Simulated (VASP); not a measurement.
# In (I4/mmm) in VASP: further runs

In is run at these levels: PBE; tasks: single point, relaxation of cell and atoms.

Program: VASP 6.6.1. These are calculated values, not measurements. Logs are shortened: lines on timing, memory, paths and dates and some standing lists are left out, and cuts for length are marked.

## (1) The cell of the first run

It takes space group I4/mmm (No. 139, tetragonal). Conventional cell: a = 3.329 Å, b = 3.329 Å, c = 4.967 Å, α = 90.00°, β = 90.00°, γ = 90.00°. In (site symmetry 4/mmm) has 12 In at 3.33 to 3.42 Å within 4.4 Å.

## (2) Single point, PBE

Input file INCAR:

```
SYSTEM = In
  PREC = Accurate
  ENCUT = 520
  EDIFF = 1E-6
  ISMEAR = -1
  SIGMA = 0.05
  LREAL = .FALSE.
  LASPH = .TRUE.
  NELM = 60
  ALGO = Normal
  ISIF = 2
  LWAVE = .FALSE.
  LCHARG = .FALSE.
  GGA = PE
  NBANDS = 12
```

Input file KPOINTS:

```
regular mesh
0
G
  19 19 19
  0 0 0
```

Input file POSCAR:

```
In
1.0
   -1.6647042543      1.6647042543      2.4833739289
    1.6647042543     -1.6647042543      2.4833739289
    1.6647042543      1.6647042543     -2.4833739289
In
1
Direct
    0.0000000000      0.0000000000      0.0000000000
```

Potentials or basis: VASP PAW PBE potentials, release 64 (In_d).

The run is started by

```
$ cat potpaw_PBE.64/In_d/POTCAR > POTCAR
$ mpirun -np 1 vasp_std > vasp.out
```

OUTCAR:

```text
SYSTEM = In
   PREC = Accurate
   ENCUT = 520
   EDIFF = 1E-6
   ISMEAR = -1
   LREAL = .FALSE.
   LASPH = .TRUE.
   NELM = 60
   ISIF = 2
   GGA = PE

 ion  position               nearest neighbor table
   1  0.000  0.000  0.000-

  LATTYP: Found a body centered tetragonal cell.
 ALAT       =     3.3294085086
 C/A-ratio  =     1.4917808509

  Lattice vectors:

 A1 = (  -1.6647042543,   1.6647042543,   2.4833739289)
 A2 = (   1.6647042543,  -1.6647042543,   2.4833739289)
 A3 = (   1.6647042543,   1.6647042543,  -2.4833739289)

Analysis of symmetry for initial positions (statically):
=====================================================================
 Subroutine PRICEL returns:
 Original cell was already a primitive cell.

 Routine SETGRP: Setting up the symmetry group for a
 body centered tetragonal supercell.

 Subroutine GETGRP returns: Found 16 space group operations
 (whereof 16 operations were pure point group operations)
 out of a pool of 16 trial point group operations.

The static configuration has the point symmetry D_4h.

Analysis of symmetry for dynamics (positions and initial velocities):
=====================================================================
 Subroutine PRICEL returns:
 Original cell was already a primitive cell.

 Routine SETGRP: Setting up the symmetry group for a
 body centered tetragonal supercell.

 Subroutine GETGRP returns: Found 16 space group operations
 (whereof 16 operations were pure point group operations)
 out of a pool of 16 trial point group operations.

The dynamic configuration has the point symmetry D_4h.

 Subroutine INISYM returns: Found 16 space group operations
 (whereof 16 operations are pure point group operations),
 and found     1 'primitive' translations

----------------------------------------------------------------------------------------

                                     Primitive cell

  volume of cell :      27.5281

  direct lattice vectors                    reciprocal lattice vectors
    -1.664704254  1.664704254  2.483373929     0.000000000  0.300353651  0.201338991
     1.664704254 -1.664704254  2.483373929     0.300353651  0.000000000  0.201338991
     1.664704254  1.664704254 -2.483373929     0.300353651  0.300353651  0.000000000

  length of vectors
     3.421933164  3.421933164  3.421933164     0.361593286  0.361593286  0.424764206

  position of ions in fractional coordinates (direct lattice)
     0.000000000  0.000000000  0.000000000

  ion indices of the primitive-cell ions
   primitive index   ion index
                 1           1
[... 75 lines left out ...]
   NSW    =      0    number of steps for IOM
   IBRION =     -1    ionic relax: 0-MD 1-quasi-New 2-CG
   NFREE  =      0    steps in history (QN), initial steepest desc. (CG)
   ISIF   =      2    stress and relaxation
   ISYM   =      2    0-nonsym 1-usesym 2-fastsym
   POTIM  = 0.5000    time-step for ionic-motion
   TEBEG  =    0.0;   TEEND  =   0.0 temperature during run
   PSTRESS=    0.0 pullay stress
   NELECT =      13.0000    total number of electrons
   NUPDOWN=      -1.0000    fix difference up-down
   EMIN   =  10.00;   EMAX   =-10.00  energy-range for DOS
   EFERMI =   0.00;   METHOD = LEGACY
   ISMEAR =    -1;   SIGMA  =   0.05  broadening in eV -4-tet -1-fermi 0-gaus
   EFERMI_NEDOS =   21; number of points for ismear=-14 and -15
   IALGO  =     38    algorithm
   IMIX   =      4    mixing-type and parameters
     AMIX     =   0.40;   BMIX     =  1.00
     AMIX_MAG =   1.60;   BMIX_MAG =  1.00
  volume/ion in A,a.u.               =      27.53       185.77
  Fermi-wavevector in a.u.,A,eV,Ry     =   1.274864  2.409144 22.113252  1.625278
  Thomas-Fermi vector in A             =   2.407608
   LORBIT       =      0    0 simple, 1 ext, 2 COOP (PROOUT), +10 PAW based schemes
   GGA     = PE    functional components
   LHFCALC =     F    Hartree Fock is set to
   AEXX    =    0.0000 exact exchange contribution
   IVDW    =     0    specifies the selected vdW correction
   LEPSILON=     F    determine dielectric tensor
   LRPA    =     F    only Hartree local field effects (RPA)
 non-spin polarized calculation
  energy-cutoff  :      520.00
  volume of cell :       27.53
 maximum number of plane-waves:       754
 NGX is ok and might be reduce to    28
   NGX = 13   NGY = 13   NGZ = 13

 number of electron      12.9999997 magnetization

 Free energy of the ion-electron system (eV)
  ---------------------------------------------------
  ext. energy  EPLUGINS =         0.00000000
  ---------------------------------------------------
  free energy    TOTEN  =        -2.56237116 eV

  energy without entropy =       -2.55899106  energy(sigma->0) =       -2.56068111

 E-fermi :   6.9526     XC(G=0): -10.0133

 val. band max:        6.9522702358   @ k =   0.4737   0.2632   0.0526
 cond. band min:       6.9699891686   @ k =   0.2632   0.2632   0.1579
 fundamental gap:      0.0177189327
 Fermi energy:         6.9525905292

 k-point     1 :       0.0000    0.0000    0.0000
  band No.  band energies     occupation
      1      -7.6705      2.00000
      2      -7.6046      2.00000
      3      -7.6046      2.00000
      4      -7.5127      2.00000
      5      -7.4464      2.00000
      6      -2.2412      2.00000
      7      17.0485      0.00000
      8      17.0485      0.00000
      9      17.1658      0.00000
     10      18.3990      0.00000
     11      20.4826      0.00000
     12      20.5947      0.00000
[... 331 lines left out ...]
 k-point    24 :      -0.2632    0.0526    0.0000
  band No.  band energies     occupation
      1      -7.6440      2.00000
      2      -7.6106      2.00000
      3      -7.5626      2.00000
      4      -7.4641      2.00000
      5      -7.4320      2.00000
      6      -0.8884      2.00000
      7      10.1127      0.00000
      8      14.8516      0.00000
      9      15.9748      0.00000
     10      18.2725      0.00000
     11      20.1195      0.00000
     12      20.4175      0.00000

 [... further k-points ...]
[... 5 lines left out ...]
  --------------------------------------------------------------------------------------
  -------------------------------------------------------------------------------------
  Total       -0.0080016     -0.0080016     -0.0089118      0.0000000      0.0000000      0.0000000
  in kB       -0.4657069     -0.4657069     -0.5186788      0.0000000      0.0000000      0.0000000
  external PRESSURE =      -0.4833642 kB  Pullay stress =       0.0000000 kB

 VOLUME and BASIS-vectors are now :
 -----------------------------------------------------------------------------
  energy-cutoff  :      520.00
  volume of cell :       27.53
      direct lattice vectors                 reciprocal lattice vectors
    -1.664704254  1.664704254  2.483373929     0.000000000  0.300353651  0.201338991
     1.664704254 -1.664704254  2.483373929     0.300353651  0.000000000  0.201338991
     1.664704254  1.664704254 -2.483373929     0.300353651  0.300353651  0.000000000

 POSITION                                       TOTAL-FORCE (eV/Angst)
 -----------------------------------------------------------------------------------
      0.00000      0.00000      0.00000         0.000000      0.000000      0.000000
 -----------------------------------------------------------------------------------
    total drift:                               -0.000000      0.000000      0.000000

  FREE ENERGIE OF THE ION-ELECTRON SYSTEM (eV)
  ---------------------------------------------------
  free  energy   TOTEN  =        -2.5623711643 eV

  energy  without entropy=       -2.5589910575  energy(sigma->0) =       -2.56068111
```

OSZICAR:

```text
N       E                     dE             d eps       ncg     rms          rms(c)
DAV:   1     0.780868737085E+02    0.78087E+02   -0.62620E+03 13376   0.133E+03
DAV:   2     0.123674991402E+01   -0.76850E+02   -0.74857E+02 13756   0.290E+02
DAV:   3    -0.249740291020E+01   -0.37342E+01   -0.37192E+01 15652   0.641E+01
DAV:   4    -0.258242915931E+01   -0.85026E-01   -0.84998E-01 16916   0.977E+00
DAV:   5    -0.258620612030E+01   -0.37770E-02   -0.37768E-02 18436   0.180E+00    0.206E+00
DAV:   6    -0.256625187733E+01    0.19954E-01   -0.32886E-02 16884   0.362E+00    0.102E+00
DAV:   7    -0.256255857554E+01    0.36933E-02   -0.10460E-02 17216   0.187E+00    0.237E-01
DAV:   8    -0.256236356959E+01    0.19501E-03   -0.82213E-04 18568   0.475E-01    0.317E-02
DAV:   9    -0.256237040461E+01   -0.68350E-05   -0.11478E-05 17828   0.455E-02    0.134E-02
DAV:  10    -0.256237116430E+01   -0.75969E-06   -0.11077E-06 13308   0.106E-02
   1 F= -.25623712E+01 E0= -.25606811E+01  d E =-.338011E-02
```

Wall time 4.6 min (1 thread of AMD EPYC 7R43 (Zen 3), shared host); peak memory 0.25 GiB.

What came out:

```yaml
Free_energy: -2.5624 eV
Pressure: 0.0 GPa
Band_gap_on_the_k_mesh: zero (an odd number of electrons rules out a gap without spin polarisation)
```

Levels at points of the mesh, in eV from the Fermi level:
```
           k point  band 3  band 4  band 5  band 6  band 7  band 8  band 9  band 10
(0.00, 0.00, 0.00)  -14.56  -14.47  -14.40   -9.19   10.10   10.10   10.21    11.45
```

Caveat: spin-orbit coupling is left out, which moves the levels of the heavy elements.

## (3) Relaxation of cell and atoms, PBE

This run uses another cell than the first one, of 26.14 Å³/atom.

Input file INCAR:

```
SYSTEM = In
ALGO     = Normal         ! electronic algorithm
EDIFF    = 1E-7           ! SCF threshold, eV
EDIFFG   = -0.01          ! ionic threshold
ENCUT    = 600            ! plane-wave cutoff, eV
GGA      = PE             ! functional
IBRION   = 2              ! ionic algorithm
ISIF     = 3              ! what is computed and relaxed
ISMEAR   = -1             ! smearing method
LASPH    = .True.         ! aspherical terms in the spheres
LCHARG   = .False.        ! write CHGCAR
LREAL    = .False.        ! projectors in reciprocal space
LWAVE    = .False.        ! write WAVECAR
NELM     = 80             ! most SCF steps
NSW      = 60             ! ionic steps
PREC     = Accurate       ! precision mode
SIGMA    = 0.05           ! smearing width, eV
```

Input file KPOINTS:

```
k-points
0
Gamma
  19 19 19
  0 0 0
```

Input file POSCAR:

```
In
1.0
   -1.6254700000      1.6254700000      2.4737000000
    1.6254700000     -1.6254700000      2.4737000000
    1.6254700000      1.6254700000     -2.4737000000
In
1
Direct
    0.0000000000      0.0000000000      0.0000000000
```

Potentials or basis: VASP PAW PBE potentials, release 64 (In_d).

The run is started by

```
$ cat potpaw_PBE.64/In_d/POTCAR > POTCAR
$ mpirun -np 1 vasp_std > vasp.out
```

Run time: 23 min. Hardware: 1 thread of AMD EPYC 7R43 (Zen 3), shared host; peak memory 0.27 GiB.

Results (log left out):

- Free energy: -2.5621 eV
- Relaxed volume: 27.56 Å³/atom
- Relaxed cell: a = 3.422 Å, b = 3.422 Å, c = 3.422 Å, α = 121.72°, β = 121.72°, γ = 87.04°
- Space group after relaxing (to 0.1 Å): I4/mmm (No. 139)
- Energy gained by relaxing: 8.7 meV/atom
- Ionic steps: 7
- Pressure after relaxing: 0.0 GPa
- Band gap on the k mesh: zero (an odd number of electrons rules out a gap without spin polarisation)

The path:
```
step  energy change (eV)  largest force (eV/Å)  pressure (GPa)  volume (Å³)
   1              0.0000                0.0000            2.05        26.14
   2             -0.0084                0.0000            0.10        27.43
   3             -0.0084                0.0000            0.01        27.51
   4             -0.0084                0.0000           -0.02        27.53
   5             -0.0085                0.0000           -0.03        27.54
   6             -0.0086                0.0000           -0.03        27.55
   7             -0.0087                0.0000           -0.05        27.56
```

Final structure:
```yaml
crystal:
  lattice:
    - [-1.66630, 1.66630, 2.48141]
    - [1.66630, -1.66630, 2.48141]
    - [1.66630, 1.66630, -2.48141]
  atoms:
    - { symbol: In, position: [0.00000, 0.00000, 0.00000] }
```

Levels at points of the mesh, in eV from the Fermi level:
```tsv
k point	band 2	band 3	band 4	band 5	band 6	band 7	band 8	band 9	band 10
(0.00, 0.00, 0.00)	-14.56	-14.56	-14.46	-14.40	-9.19	10.09	10.09	10.20	11.44
```

Caveat: spin-orbit coupling is left out, which moves the levels of the heavy elements. PBE usually gives volumes a little too large and moduli too small.
